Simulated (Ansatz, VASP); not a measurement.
# BaS, level by level in two programs

```
CELL_PARAMETERS angstrom
0.00000 3.15059 3.15059
3.15059 0.00000 3.15059
3.15059 3.15059 0.00000
ATOMIC_POSITIONS crystal
Ba 0.00000 0.00000 0.00000
S 0.50000 0.50000 0.50000
```

Single points on this cell with VASP 6.6.1 and Ansatz 0.2.0. Each row is one pair of runs. Alike in all rows: spin: off; k mesh: 7 × 7 × 7; smearing: fermi-dirac, width 0.05 eV.

| level | VASP's potentials, cutoff | Ansatz's potentials, cutoff | gap on the k mesh at the Fermi level (eV), VASP | gap on the k mesh at the Fermi level (eV), Ansatz | least direct gap on the mesh (eV), VASP | least direct gap on the mesh (eV), Ansatz | pressure (GPa), VASP | pressure (GPa), Ansatz |
| --- | --- | --- | --- | --- | --- | --- | --- | --- |
| r2SCAN | VASP PAW PBE potentials, release 64 (Ba_sv, S), 520 eV | Ansatz PAW, 500 eV | 2.45 | ? | 2.57 | ? | 3.7 | ? |
| LDA | VASP PAW LDA potentials, release 64 (Ba_sv, S), 520 eV | Ansatz PAW, 420 eV | 1.89 | 2.00 | 2.02 | 2.09 | 0.0 | -0.7 |
| PBE | VASP PAW PBE potentials, release 64 (Ba_sv, S), 520 eV | Ansatz PAW, 420 eV | 2.09 | 2.20 | 2.22 | 2.29 | 3.6 | 2.9 |
| PBEsol | VASP PAW PBE potentials, release 64 (Ba_sv, S), 500 eV | Ansatz PAW, 420 eV | 1.97 | 2.07 | 2.09 | 2.17 | 1.4 | 0.7 |

Fill in what Ansatz gave in row 1.

gap on the k mesh at the Fermi level (eV): 2.55; least direct gap on the mesh (eV): 2.64; pressure (GPa): 3.0.

Spin-orbit coupling is off throughout. Noted on Ansatz's runs: odd divisions of the mesh miss points on the zone boundary, where band edges often lie, so the gap on the mesh can be too wide.
